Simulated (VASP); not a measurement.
A run of VASP 6.6.1:

INCAR

```
SYSTEM = WBrF4
ALGO = Normal
EDIFF = 1E-6
ENCUT = 520
GGA = PE
ISIF = 2
ISMEAR = 0
ISPIN = 2
LASPH = .TRUE.
LCHARG = .FALSE.
LMAXMIX = 4
LORBIT = 11
LREAL = .FALSE.
LWAVE = .FALSE.
MAGMOM = 1.15 0 0 0 0 0
NBANDS = 38
NELM = 150
PREC = Accurate
SIGMA = 0.1
```

Contents of KPOINTS:

```
k-points
0
G
  10 10 10
  0 0 0
```

The input POSCAR:

```
WBrF4
1.0
    0.0000000000      3.2074134307      3.2074134307
    3.2074134307      0.0000000000      3.2074134307
    3.2074134307      3.2074134307      0.0000000000
W Br F
1 1 4
Direct
    0.0000000000      0.0000000000      0.0000000000
    0.2500000000      0.2500000000      0.2500000000
    0.1215262786      0.6261579071      0.6261579071
    0.6261579071      0.6261579071      0.1215262786
    0.6261579071      0.6261579071      0.6261579071
    0.6261579071      0.1215262786      0.6261579071
```

Potentials or basis: VASP PAW PBE potentials, release 64 (W_sv, Br, F).

Command:

```sh
$ cat potpaw_PBE.64/W_sv/POTCAR potpaw_PBE.64/Br/POTCAR potpaw_PBE.64/F/POTCAR > POTCAR
$ mpirun -np 1 vasp_std > vasp.out
```

Hardware: 1 thread of AMD EPYC 7R13 Processor (Zen 3), with other jobs on the host.

Q: How long does it take, and how much memory?

A: Wall time 4.7 min on 1 thread of AMD EPYC 7R13 Processor (Zen 3) (shared host), peak memory 0.32 GiB. Counts: scf iterations 20, k points 47.
